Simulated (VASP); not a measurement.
# Co: single point with r2SCAN

Co:

```
Co
1.0
     0.00000    1.68405    1.68405
     1.68405    0.00000    1.68405
     1.68405    1.68405    0.00000
Co
1
Direct
  0.00000 0.00000 0.00000
```

This isn't the form of Co at room conditions, which is hcp.

| Item | Value |
| --- | --- |
| Program | VASP 6.6.1 |
| Task | single point |
| Functional | r2SCAN |
| Potentials or basis | VASP PAW PBE potentials, release 64 (Co) |
| Cutoff | 520 eV |
| k mesh | 17 × 17 × 17 |
| Occupations | fermi-dirac, width 0.05 eV |
| Spin | collinear spin, ferromagnetic start |
| Starting moments | [1.954] μB |
| Dipole correction | no |
| Further INCAR settings | ALGO = Normal; EDIFF = 1e-06; NBANDS = 14 |

The pressure is 34.2 GPa, the net moment is 1.72 μB per cell and the site moments are Co +1.75 μB. The valence electrons inside the program's atomic spheres are Co 8.58.

Levels at points of the mesh, in eV from the Fermi level:
Spin up:
```tsv
k point	band 1	band 2	band 3	band 4	band 5	band 6	band 7	band 8	band 9	band 10
(0.00, 0.00, 0.00)	-10.45	-3.74	-3.74	-3.74	-2.65	-2.65	24.71	30.22	30.22	30.22
```
Spin down:
```csv
k point,band 2,band 3,band 4,band 5,band 6,band 7
"(0.00, 0.00, 0.00)",-1.67,-1.67,-1.67,0.64,0.64,24.52
```

Run time: 7.3 min on 1 thread of AMD EPYC 7R13, on a shared host, peak memory 0.12 GiB.

Caveat: the cell stands under pressure; the PAW data sets were made with another functional, which shifts forces and pressure a little.
